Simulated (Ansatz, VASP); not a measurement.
## MgS: VASP beside Ansatz

File INCAR:

```
SYSTEM = MgS
  ALGO = Normal
  EDIFF = 1E-7
  ENCUT = 520
  GGA = PE
  ISIF = 2
  ISMEAR = -1
  LASPH = .True.
  LCHARG = .False.
  LREAL = .False.
  LWAVE = .False.
  NBANDS = 16
  NELM = 60
  PREC = Accurate
  SIGMA = 0.02
```

KPOINTS

```
k-points
0
Gamma
  12 12 4
  0 0 0
```

The input POSCAR:

```
MgS
1.0
    3.5838269572      0.0000000000      0.0000000000
   -1.7919134786      3.1036851877      0.0000000000
    0.0000000000      0.0000000000      6.0434657763
Mg S
2 2
Direct
    0.0000000000      0.0000000000      0.0000000000
    0.0000000000      0.0000000000      0.5000000000
    0.3333333333      0.6666666667      0.2500000000
    0.6666666667      0.3333333333      0.7500000000
```

Input for Ansatz:

```yaml
crystal:
  lattice:
    - [3.5838269572, 0.0, 0.0]
    - [-1.7919134786, 3.1036851877, 0.0]
    - [0.0, 0.0, 6.0434657763]
  atoms:
    - { symbol: Mg, position: [0.0, 0.0, 0.0] }
    - { symbol: Mg, position: [0.0, 0.0, 0.5] }
    - { symbol: S, position: [0.3333333333, 0.6666666667, 0.25] }
    - { symbol: S, position: [0.6666666667, 0.3333333333, 0.75] }
kpoints:
  mp_grid: { grid: [12, 12, 4] }
  band_path:
    path:
      - [0.0, 0.0, 0.0]
      - [0.5, 0.0, 0.0]
      - [0.3333333333, 0.3333333333, 0.0]
      - [0.0, 0.0, 0.5]
      - [0.5, 0.0, 0.5]
      - [0.3333333333, 0.3333333333, 0.5]
    npoints: 1
hamiltonian:
  xc: pbe
scf:
  occupations: { method: fermi_dirac, width: 0.02 }
  n_extra_bands: 5
output:
  forces: true
  stress: true
  eigenvalues: true
```

Change from the starting cell: hydrostatic strain -1.7%.

Alike in both runs: task single point; functional PBE; k mesh 12 × 12 × 4; occupations fermi-dirac, width 0.02 eV; no spin polarisation.

|  | VASP | Ansatz |
| --- | --- | --- |
| version | VASP 6.6.1 | Ansatz 0.2.0 |
| potentials or method | VASP PAW PBE potentials, release 64 (Mg, S) | plane waves, PAW |
| plane-wave cutoff (eV) | 520 | 420 |
| valence electrons in the cell | 16 | 32 |

VASP gave:

```
gap on the k mesh at the Fermi level (eV)                     : 3.49
pressure (GPa)                                                : 5.4
traceless stress, the component that is largest in VASP (GPa) : 0.19
```

Q: Estimate Ansatz's values.

A: gap on the k mesh at the Fermi level (eV): 3.49; pressure (GPa): 5.7; traceless stress, the component that is largest in VASP (GPa): 0.22.

VASP's potentials hold 16 valence electrons a cell and Ansatz's 32, so a difference there can come from the potentials and not from the codes.
